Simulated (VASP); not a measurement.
# Mg3O2 (I4/mmm) in VASP: a series of runs

The runs below take Mg3O2 through single point, relaxation of cell and atoms, with PBE.

Everything below comes from runs of VASP 6.6.1. Logs are shortened: lines on timing, memory, paths and dates and some standing lists are left out, and cuts for length are marked.

**1. The cell of the first run**

Symmetry: I4/mmm, No. 139, tetragonal system. Conventional cell: a = 3.020 Å, b = 3.020 Å, c = 13.281 Å, α = 90.00°, β = 90.00°, γ = 90.00°. Mg (site symmetry 4mm) has 5 O at 2.14 Å within 2.8 Å. Mg (site symmetry 4/mmm) has 2 O at 2.26 Å and 12 Mg at 3.02 to 3.10 Å within 3.1 Å. Within 2.8 Å of O (site symmetry 4mm) lie 6 Mg at 2.14 to 2.26 Å.

**2. Single point, PBE**

INCAR reads:

```
PREC     = Accurate       # precision mode
ENCUT    = 520            # plane-wave cutoff, eV
EDIFF    = 1E-6           # SCF threshold, eV
ISMEAR   = 0              # smearing method
SIGMA    = 0.2            # smearing width, eV
LREAL    = F              # projectors in reciprocal space
LASPH    = T              # aspherical terms in the spheres
NELM     = 60             # most SCF steps
ALGO     = Normal         # electronic algorithm
ISIF     = 2              # what is computed and relaxed
LWAVE    = F              # write WAVECAR
LCHARG   = F              # write CHGCAR
GGA      = PE             # functional
NBANDS   = 17             # bands
```

KPOINTS reads:

```
regular mesh
0
Gamma
  7 7 7
```

POSCAR reads:

```
Mg3O2
1.0
   -1.5099646686      1.5099646686      6.6403672494
    1.5099646686     -1.5099646686      6.6403672494
    1.5099646686      1.5099646686     -6.6403672494
Mg O
3 2
Direct
    0.6690150644      0.6690150644      0.0000000000
    0.3309849356      0.3309849356      0.0000000000
    0.0000000000      0.0000000000      0.0000000000
    0.8298687232      0.8298687232      0.0000000000
    0.1701312768      0.1701312768      0.0000000000
```

Potentials or basis: VASP PAW PBE potentials, release 64 (Mg, O).

Launch:

```bash
> cat potpaw_PBE.64/Mg/POTCAR potpaw_PBE.64/O/POTCAR > POTCAR
> mpirun -np 1 vasp_std > vasp.out
```

OUTCAR:

```text
PREC = Accurate
   ENCUT = 520
   EDIFF = 1E-6
   ISMEAR = 0
   LREAL = F
   LASPH = T
   NELM = 60
   ISIF = 2
   GGA = PE

 ion  position               nearest neighbor table
   1  0.669  0.669  0.000-   5 2.14   5 2.14   5 2.14   5 2.14   4 2.14   2 3.03   2 3.03   2 3.03
                             2 3.03   3 3.10   3 3.10   3 3.10   3 3.10
   2  0.331  0.331  0.000-   4 2.14   4 2.14   4 2.14   4 2.14   5 2.14   1 3.03   1 3.03   1 3.03
                             1 3.03   3 3.10   3 3.10   3 3.10   3 3.10
   3  0.000  0.000  0.000-   4 2.26   5 2.26   1 3.10   2 3.10   1 3.10   1 3.10   1 3.10   2 3.10
                             2 3.10   2 3.10
   4  0.830  0.830  0.000-   2 2.14   2 2.14   2 2.14   2 2.14   1 2.14   3 2.26
   5  0.170  0.170  0.000-   1 2.14   1 2.14   1 2.14   1 2.14   2 2.14   3 2.26

  LATTYP: Found a body centered tetragonal cell.
 ALAT       =     3.0199293372
 C/A-ratio  =     4.3976971034

  Lattice vectors:

 A1 = (  -1.5099646686,   1.5099646686,   6.6403672494)
 A2 = (   1.5099646686,  -1.5099646686,   6.6403672494)
 A3 = (   1.5099646686,   1.5099646686,  -6.6403672494)

Analysis of symmetry for initial positions (statically):
=====================================================================
 Subroutine PRICEL returns:
 Original cell was already a primitive cell.

 Routine SETGRP: Setting up the symmetry group for a
 body centered tetragonal supercell.

 Subroutine GETGRP returns: Found 16 space group operations
 (whereof 16 operations were pure point group operations)
 out of a pool of 16 trial point group operations.

The static configuration has the point symmetry D_4h.

Analysis of symmetry for dynamics (positions and initial velocities):
=====================================================================
 Subroutine PRICEL returns:
 Original cell was already a primitive cell.

 Routine SETGRP: Setting up the symmetry group for a
 body centered tetragonal supercell.

 Subroutine GETGRP returns: Found 16 space group operations
 (whereof 16 operations were pure point group operations)
 out of a pool of 16 trial point group operations.

The dynamic configuration has the point symmetry D_4h.

 Subroutine INISYM returns: Found 16 space group operations
 (whereof 16 operations are pure point group operations),
 and found     1 'primitive' translations

----------------------------------------------------------------------------------------

                                     Primitive cell

  volume of cell :      60.5600

  direct lattice vectors                    reciprocal lattice vectors
    -1.509964669  1.509964669  6.640367249     0.000000000  0.331133576  0.075297040
     1.509964669 -1.509964669  6.640367249     0.331133576  0.000000000  0.075297040
     1.509964669  1.509964669 -6.640367249     0.331133576  0.331133576  0.000000000

  length of vectors
     6.975275178  6.975275178  6.975275178     0.339586645  0.339586645  0.468293594

  position of ions in fractional coordinates (direct lattice)
     0.669015064  0.669015064  0.000000000
     0.330984936  0.330984936  0.000000000
     0.000000000  0.000000000  0.000000000
     0.829868723  0.829868723  0.000000000
     0.170131277  0.170131277  0.000000000

  ion indices of the primitive-cell ions
   primitive index   ion index
                 1           1
                 2           2
                 3           3
                 4           4
                 5           5

----------------------------------------------------------------------------------------

 KPOINTS: regular mesh

Automatic generation of k-mesh.
 Grid dimensions read from file:
 generate k-points for:    7    7    7

 Generating k-lattice:

  Cartesian coordinates                     Fractional coordinates (reciprocal lattice)
     0.000000000  0.047304797  0.010756720     0.142857143  0.000000000  0.000000000
     0.047304797  0.000000000  0.010756720     0.000000000  0.142857143  0.000000000
     0.047304797  0.047304797  0.000000000     0.000000000  0.000000000  0.142857143

  Length of vectors
     0.048512378  0.048512378  0.066899085

  Shift w.r.t. Gamma in fractional coordinates (k-lattice)
     0.000000000  0.000000000  0.000000000

 Subroutine IBZKPT returns following result:
 ===========================================

 Found     40 irreducible k-points:

 Following reciprocal coordinates:
            Coordinates               Weight
  0.000000  0.000000  0.000000      1.000000
  0.142857  0.000000 -0.000000      8.000000
  0.285714 -0.000000  0.000000      8.000000
  0.428571  0.000000  0.000000      8.000000
  0.142857  0.142857 -0.000000      8.000000
  0.285714  0.142857  0.000000     16.000000
[... 16 lines left out ...]
 -0.142857  0.285714  0.142857      8.000000
 -0.428571  0.428571  0.142857      8.000000
 [... further k-points ...]
   k-points           NKPTS =     40   k-points in BZ     NKDIM =     40   number of bands    NBANDS=     17
   number of dos      NEDOS =    301   number of ions     NIONS =      5
   total plane-waves  NPLWV = 157464
   dimension x,y,z NGX =    54 NGY =   54 NGZ =   54
   dimension x,y,z NGXF=   108 NGYF=  108 NGZF=  108
   ions per type =               3   2
   NGX,Y,Z   is equivalent  to a cutoff of  12.87, 12.87, 12.87 a.u.
   NGXF,Y,Z  is equivalent  to a cutoff of  25.74, 25.74, 25.74 a.u.
 SYSTEM =  unknown system
   PREC   = accura    normal or accurate (medium, high low for compatibility)
   ISTART =      0    job   : 0-new  1-cont  2-samecut
   ICHARG =      2    charge: 1-file 2-atom 10-const
   ISPIN  =      1    spin polarized calculation?
   LNONCOLLINEAR =      F non collinear calculations
   LSORBIT =      F    spin-orbit coupling
   LASPH  =      T    aspherical Exc in radial PAW
   ENCUT  =  520.0 eV  38.22 Ry    6.18 a.u.  12.97 12.97 12.97*2*pi/ulx,y,z
   NELM   =     60;   NELMIN=  2; NELMDL= -5     # of ELM steps
   EDIFF  = 0.1E-05   stopping-criterion for ELM
   LREAL  =      F    real-space projection
   EDIFFG = 0.1E-04   stopping-criterion for IOM
   NSW    =      0    number of steps for IOM
   IBRION =     -1    ionic relax: 0-MD 1-quasi-New 2-CG
   NFREE  =      0    steps in history (QN), initial steepest desc. (CG)
   ISIF   =      2    stress and relaxation
   ISYM   =      2    0-nonsym 1-usesym 2-fastsym
   POTIM  = 0.5000    time-step for ionic-motion
   TEBEG  =    0.0;   TEEND  =   0.0 temperature during run
   PSTRESS=    0.0 pullay stress
   NELECT =      18.0000    total number of electrons
   NUPDOWN=      -1.0000    fix difference up-down
   EMIN   =  10.00;   EMAX   =-10.00  energy-range for DOS
   EFERMI =   0.00;   METHOD = LEGACY
   ISMEAR =     0;   SIGMA  =   0.20  broadening in eV -4-tet -1-fermi 0-gaus
   EFERMI_NEDOS =   21; number of points for ismear=-14 and -15
   IALGO  =     38    algorithm
   IMIX   =      4    mixing-type and parameters
     AMIX     =   0.40;   BMIX     =  1.00
     AMIX_MAG =   1.60;   BMIX_MAG =  1.00
  volume/ion in A,a.u.               =      12.11        81.74
  Fermi-wavevector in a.u.,A,eV,Ry     =   1.092539  2.064600 16.240490  1.193642
  Thomas-Fermi vector in A             =   2.228807
   LORBIT       =      0    0 simple, 1 ext, 2 COOP (PROOUT), +10 PAW based schemes
   GGA     = PE    functional components
   LHFCALC =     F    Hartree Fock is set to
   AEXX    =    0.0000 exact exchange contribution
   IVDW    =     0    specifies the selected vdW correction
   LEPSILON=     F    determine dielectric tensor
   LRPA    =     F    only Hartree local field effects (RPA)
 non-spin polarized calculation
 Gauss-broadening in eV      SIGMA  =   0.20
  energy-cutoff  :      520.00
  volume of cell :       60.56
 maximum number of plane-waves:      1652
 NGX is ok and might be reduce to    54
   NGX = 25   NGY = 25   NGZ = 25

 number of electron      18.0000000 magnetization

 Free energy of the ion-electron system (eV)
  ---------------------------------------------------
  ext. energy  EPLUGINS =         0.00000000
  ---------------------------------------------------
  free energy    TOTEN  =       -24.37396212 eV

  energy without entropy =      -24.36445399  energy(sigma->0) =      -24.36920805

 E-fermi :   5.7212     XC(G=0): -10.1240

 val. band max:        5.6924193669   @ k =   0.4286   0.4286   0.0000
 cond. band min:       5.8128859883   @ k =  -0.2857  -0.2857   0.2857
 fundamental gap:      0.1204666214
 Fermi energy:         5.7212400515

 k-point     1 :       0.0000    0.0000    0.0000
  band No.  band energies     occupation
      1     -14.9495      2.00000
      2     -14.1925      2.00000
      3      -2.3109      2.00000
      4       0.0359      2.00000
      5       0.7575      2.00000
      6       0.7575      2.00000
[... 9 lines left out ...]
     16      14.8969      0.00000
     17      15.0695      0.00000

 k-point     2 :       0.1429    0.0000   -0.0000
  band No.  band energies     occupation
      1     -14.8368      2.00000
      2     -14.1426      2.00000
      3      -2.0768      2.00000
      4      -0.4702      2.00000
      5       0.2870      2.00000
      6       0.7188      2.00000
[... 9 lines left out ...]
     16      15.0814      0.00000
     17      15.5513      0.00000

 k-point     3 :       0.2857   -0.0000    0.0000
  band No.  band energies     occupation
      1     -14.5492      2.00000
      2     -14.0479      2.00000
      3      -1.6364      2.00000
      4      -1.4163      2.00000
      5      -0.7448      2.00000
      6       0.6486      2.00000
[... 9 lines left out ...]
     16      15.6328      0.00000
     17      15.7549      0.00000

 k-point     4 :       0.4286    0.0000    0.0000
  band No.  band energies     occupation
      1     -14.2291      2.00000
      2     -14.0428      2.00000
      3      -2.1261      2.00000
      4      -1.9975      2.00000
      5      -0.2946      2.00000
      6       0.4149      2.00000
[... 9 lines left out ...]
     16      15.7975      0.00000
     17      16.3672      0.00000
[... 343 lines left out ...]
      1     -14.1717      2.00000
      2     -13.9907      2.00000
      3      -1.9106      2.00000
      4      -1.8865      2.00000
      5      -0.3485      2.00000
      6       0.3400      2.00000
[... 9 lines left out ...]
     16      15.2954      0.00000
     17      15.4205      0.00000

 k-point    23 :      -0.1429    0.2857    0.1429
  band No.  band energies     occupation
      1     -14.2341      2.00000
      2     -14.0376      2.00000
      3      -2.0611      2.00000
      4      -2.0300      2.00000
      5      -0.4379      2.00000
      6       0.5015      2.00000
[... 9 lines left out ...]
     16      15.5324      0.00000
     17      16.2082      0.00000

 k-point    24 :      -0.4286    0.4286    0.1429
  band No.  band energies     occupation
      1     -14.0062      2.00000
      2     -13.9023      2.00000
      3      -1.6344      2.00000
      4      -1.6042      2.00000
      5      -0.5290      2.00000
      6      -0.0100      2.00000
[... 9 lines left out ...]
     16      14.1723      0.00000
     17      14.2635      0.00000

 [... further k-points ...]
[... 5 lines left out ...]
  --------------------------------------------------------------------------------------
  -------------------------------------------------------------------------------------
  Total       -0.2648089     -0.2648089     -0.3196479      0.0000000     -0.0000000     -0.0000000
  in kB       -7.0057966     -7.0057966     -8.4566202      0.0000000     -0.0000000     -0.0000000
  external PRESSURE =      -7.4894045 kB  Pullay stress =       0.0000000 kB

 VOLUME and BASIS-vectors are now :
 -----------------------------------------------------------------------------
  energy-cutoff  :      520.00
  volume of cell :       60.56
      direct lattice vectors                 reciprocal lattice vectors
    -1.509964669  1.509964669  6.640367249     0.000000000  0.331133576  0.075297040
     1.509964669 -1.509964669  6.640367249     0.331133576  0.000000000  0.075297040
     1.509964669  1.509964669 -6.640367249     0.331133576  0.331133576  0.000000000

 POSITION                                       TOTAL-FORCE (eV/Angst)
 -----------------------------------------------------------------------------------
      0.00000      0.00000      8.88501         0.000000      0.000000      0.058377
      0.00000      0.00000      4.39572         0.000000      0.000000     -0.058377
      0.00000      0.00000      0.00000        -0.000000     -0.000000      0.000000
      0.00000      0.00000     11.02127         0.000000      0.000000      0.061027
      0.00000      0.00000      2.25947        -0.000000     -0.000000     -0.061027
 -----------------------------------------------------------------------------------
    total drift:                                0.000000      0.000000     -0.000000

  FREE ENERGIE OF THE ION-ELECTRON SYSTEM (eV)
  ---------------------------------------------------
  free  energy   TOTEN  =       -24.3739621161 eV

  energy  without entropy=      -24.3644539869  energy(sigma->0) =      -24.36920805
```

Wall time 2.2 min (1 thread of Intel Xeon Platinum 8488C (Sapphire Rapids), shared host); peak memory 0.37 GiB.

What came out:

* Free energy: -24.3740 eV
* Pressure: -0.7 GPa
* Largest force: 0.061 eV/Å
* Band gap on the k mesh: zero (bands 9 and 10 overlap by 0.46 eV)

Forces in eV/Å, atoms in the order of the input:
```
Mg   0.000  0.000  0.058
Mg   0.000  0.000 -0.058
Mg   0.000  0.000  0.000
O    0.000  0.000  0.061
O    0.000  0.000 -0.061
```

Caveat: semilocal functionals underestimate gaps, so a narrow gap can read as zero.

(Part 1 of 2 ends here.)
